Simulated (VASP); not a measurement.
Here is a VASP 6.6.1 calculation.

File INCAR:

```
PREC     = Accurate       # precision mode
ENCUT    = 600            # plane-wave cutoff, eV
EDIFF    = 1E-7           # SCF threshold, eV
ISMEAR   = -1             # smearing method
SIGMA    = 0.1            # smearing width, eV
LREAL    = F              # projectors in reciprocal space
LASPH    = T              # aspherical terms in the spheres
NELM     = 100            # most SCF steps
ALGO     = Normal         # electronic algorithm
ISIF     = 3              # what is computed and relaxed
LWAVE    = F              # write WAVECAR
LCHARG   = F              # write CHGCAR
GGA      = RE             # functional
IBRION   = 2              # ionic algorithm
NSW      = 80             # ionic steps
EDIFFG   = -0.01          # ionic threshold
```

Contents of KPOINTS:

```
Automatic mesh
0
Gamma
  15 15 15
```

File POSCAR:

```
Cu
1.0
   -1.4345978267      1.4345978267      1.4345978267
    1.4345978267     -1.4345978267      1.4345978267
    1.4345978267      1.4345978267     -1.4345978267
Cu
1
Direct
    0.0000000000      0.0000000000      0.0000000000
```

Potentials or basis: VASP PAW PBE potentials, release 64 (Cu).

Launch:

```bash
$ cat potpaw_PBE.64/Cu/POTCAR > POTCAR
$ mpirun -np 1 vasp_std > vasp.out
```

(1) Estimate the relaxed volume.

(2) Predict the space group after relaxing (to 0.05 Å).

## Answers

(1) 12.38 Å³/atom.

(2) Im-3m (No. 229).

Caveat: the PAW data sets were made with another functional, which shifts forces and pressure a little.
